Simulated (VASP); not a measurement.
Crystal: B.

```
CELL_PARAMETERS angstrom
0.02994 0.05249 -1.94372
-0.10204 -3.99876 0.11174
-8.02485 -0.20408 0.12747
ATOMIC_POSITIONS crystal
B 0.04540 0.79914 0.76223
B 0.98135 0.74702 0.27492
B 0.06495 0.18234 0.73765
B 0.97125 0.21492 0.24954
B 0.47891 0.54070 0.60294
B 0.47162 0.51502 0.09896
B 0.55069 0.48548 0.89196
B 0.43581 0.51538 0.38181
```

| Item | Value |
| --- | --- |
| Program | VASP 6.6.1 |
| Task | relaxation of cell and atoms |
| Functional | PBE |
| Potentials or basis | VASP PAW PBE potentials, release 64 (B) |
| Cutoff | 600 eV |
| k mesh | 12 × 6 × 4 |
| Occupations | gaussian, width 0.2 eV |
| Spin | no spin polarisation |

At the start: pressure 4.5 GPa; volume 7.78 Å³/atom.

Task: Where does the relaxation end?

Result: Over 23 steps the energy falls by 264.1 meV/atom and the volume is 7.66 Å³/atom (-1.6 %); space group P1 (No. 1, to 0.1 Å) before, P4_2/mmc (No. 131, to 0.1 Å).

The path:
| step | energy change (eV) | largest force (eV/Å) | pressure (GPa) | volume (Å³) |
| --- | --- | --- | --- | --- |
| 1 | 0.0000 | 7.9269 | 4.51 | 62.27 |
| 2 | -0.5422 | 4.3622 | -1.60 | 64.14 |
| 3 | -1.6549 | 1.5339 | -6.15 | 63.18 |
| 4 | -1.6562 | 1.4914 | -6.11 | 63.16 |
| 5 | -1.9735 | 0.8722 | 1.19 | 60.86 |
| 6 | -1.9820 | 0.9189 | 2.89 | 60.41 |
| 7 | -2.0583 | 0.4629 | 0.61 | 61.04 |
| 8 | -2.0607 | 0.5638 | 0.18 | 61.17 |
| 9 | -2.0888 | 0.3631 | -1.09 | 61.54 |
| 10 | -2.0889 | 0.3285 | -1.03 | 61.52 |
| 11 | -2.0990 | 0.1896 | 0.08 | 61.20 |
| 12 | -2.0996 | 0.2470 | 0.41 | 61.10 |
| 13 | -2.1048 | 0.1389 | 0.41 | 61.10 |
| 14 | -2.1050 | 0.1737 | 0.41 | 61.10 |
| 15 | -2.1090 | 0.0804 | -0.21 | 61.29 |
| 16 | -2.1097 | 0.1177 | -0.59 | 61.40 |
| 17 | -2.1119 | 0.0548 | -0.01 | 61.23 |
| 18 | -2.1120 | 0.0587 | 0.04 | 61.22 |
| 19 | -2.1126 | 0.0497 | 0.18 | 61.18 |
| 20 | -2.1126 | 0.0443 | 0.17 | 61.18 |
| 21 | -2.1129 | 0.0277 | -0.07 | 61.25 |
| 22 | -2.1129 | 0.0268 | -0.06 | 61.25 |
| 23 | -2.1130 | 0.0197 | -0.06 | 61.25 |

Final structure:
```
B
1.0
    -0.00009    0.00065   -1.90308
     0.00119   -4.01178    0.00032
    -8.02206    0.00101    0.00058
B
8
Direct
  0.00034 0.78639 0.75003
  0.99984 0.78612 0.25018
  0.00015 0.21394 0.74995
  0.99953 0.21350 0.24988
  0.50026 0.50000 0.60703
  0.49997 0.49995 0.10712
  0.50021 0.50032 0.89295
  0.49970 0.49979 0.39287
```
